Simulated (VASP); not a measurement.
A run of VASP 6.6.1:

The input INCAR:

```
SYSTEM = ZnS
PREC = Accurate ; ENCUT = 600
EDIFF = 1E-7 ; ISMEAR = -1
SIGMA = 0.05 ; LREAL = .False.
LASPH = .True. ; NELM = 60
ALGO = Normal ; ISIF = 3
LWAVE = .False. ; LCHARG = .False.
GGA = B5 ; ALDAX = 1.0
AGGAX = 1.0 ; AGGAC = 1.0
ALDAC = 0.0 ; IVDW = 12
VDW_S6 = 1.0 ; VDW_S8 = 2.6996
VDW_A1 = 0.4298 ; VDW_A2 = 4.2359
IBRION = 2 ; NSW = 80
EDIFFG = -0.005
```

KPOINTS

```
Automatic mesh
0
Gamma
  9 9 9
  0 0 0
```

POSCAR

```
ZnS
1.0
    0.0000000000      2.7020000000      2.7020000000
    2.7020000000      0.0000000000      2.7020000000
    2.7020000000      2.7020000000      0.0000000000
Zn S
1 1
Direct
    0.7500000000      0.7500000000      0.7500000000
    0.0000000000      0.0000000000      0.0000000000
```

Potentials or basis: VASP PAW PBE potentials, release 64 (Zn, S).

Launch:

```sh
$ cat potpaw_PBE.64/Zn/POTCAR potpaw_PBE.64/S/POTCAR > POTCAR
$ mpirun -np 1 vasp_std > vasp.out
```

Hardware: 1 thread of Intel Xeon 8259CL (shared host).

Estimate the wall time of this run.

It took 110 s on 1 thread of Intel Xeon 8259CL, with other jobs on the host, peak memory 0.2 GiB. Counts: scf iterations 29, k points 35, ion steps 3.
